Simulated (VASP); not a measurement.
## CaB6: single point with PBE

CaB6:

```
Ca B
1.0
     4.14792    0.00000    0.00000
     0.00000    4.14792    0.00000
     0.00000    0.00000    4.14792
Ca B
1 6
Direct
  0.00000 0.00000 0.00000
  0.20178 0.50000 0.50000
  0.50000 0.20178 0.50000
  0.79822 0.50000 0.50000
  0.50000 0.79822 0.50000
  0.50000 0.50000 0.20178
  0.50000 0.50000 0.79822
```

```json
{"Program": "VASP 6.6.1", "Task": "single point", "Functional": "PBE", "Potentials or basis": "VASP PAW PBE potentials, release 64 (Ca_sv, B)", "Cutoff": "520 eV", "k mesh": "6 × 6 × 6", "Occupations": "gaussian, width 0.2 eV", "Spin": "no spin polarisation", "Dipole correction": "no", "Further INCAR settings": "ALGO = Normal; EDIFF = 1e-06; NBANDS = 23"}
```

- Pressure: 0.1 GPa
- Largest force: 0.037 eV/Å

Forces in eV/Å, atoms in the order of the input:
```
Ca   0.000  0.000  0.000
B   -0.037  0.000  0.000
B    0.000 -0.037  0.000
B    0.037  0.000  0.000
B    0.000  0.037  0.000
B    0.000  0.000 -0.037
B    0.000  0.000  0.037
```

Levels at points of the mesh, in eV from the Fermi level:
| k point | band 10 | band 11 | band 12 | band 13 | band 14 | band 15 | band 16 | band 17 | band 18 | band 19 |
| --- | --- | --- | --- | --- | --- | --- | --- | --- | --- | --- |
| (0.00, 0.00, 0.00) | -5.37 | -5.37 | -0.40 | -0.40 | -0.40 | 2.75 | 2.75 | 2.75 | 3.29 | 3.29 |
| (0.50, 0.00, 0.00) | -4.98 | -2.45 | -2.45 | -1.85 | -0.15 | -0.01 | 3.12 | 3.12 | 3.73 | 3.77 |
| (0.50, 0.50, 0.00) | -5.01 | -2.76 | -2.76 | -1.55 | -1.55 | 3.00 | 3.00 | 3.98 | 4.28 | 4.29 |
| (0.50, 0.50, 0.50) | -4.42 | -4.42 | -1.16 | -1.16 | -1.16 | 4.18 | 4.66 | 4.66 | 4.75 | 4.75 |

Run time: 14 s on 1 thread of Intel(R) Xeon(R) 6975P-C (Granite Rapids) (shared host), peak memory 0.18 GiB.
